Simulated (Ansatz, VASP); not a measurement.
## One calculation of Ru2Rh, two programs

```xyz
3
Lattice="2.7095 0.0000 0.0000 0.0000 2.7095 0.0000 0.0000 0.0000 6.0848" Properties=species:S:1:pos:R:3 pbc="T T T"
Ru    1.3548    1.3548    1.9195
Ru    1.3548    1.3548    4.1653
Rh    0.0000    0.0000    0.0000
```

Change from the starting cell: species swapped into the Ga2Cu type (P4/mmm, No. 123).

Alike in both runs: functional PBE; k mesh 6 × 6 × 4; occupations gaussian, width 0.1 eV; no spin polarisation.

Ansatz relaxed the structure, and its values are those at the end. VASP's run is a single point on that final structure, the one shown.

|  | VASP | Ansatz |
| --- | --- | --- |
| version | VASP 6.6.1 | Ansatz 0.2.0 |
| potentials or method | VASP PAW PBE potentials, release 64 (Ru_pv, Rh_pv), cutoff 520 eV | scalar-relativistic, plane waves, PAW |
| valence electrons in the cell | 43 | 49 |

Ansatz gave:

```
gap on the k mesh at the Fermi level (eV) : none
pressure (GPa)                            : 0.1
rms of the force components (eV/Å)        : 0.001
```

Question: What did VASP give for the same quantities?

Answer: gap on the k mesh at the Fermi level (eV): none; pressure (GPa): 0.3; rms of the force components (eV/Å): 0.062.

A gap of «none» marks a metal or a gap that the smearing closes. With one functional, cell and mesh, what is left measures potentials, basis and numerics. VASP's potentials hold 43 valence electrons a cell and Ansatz's 49, so a difference there can come from the potentials and not from the codes.

The k mesh is coarse, so the values compare programs but aren't converged.
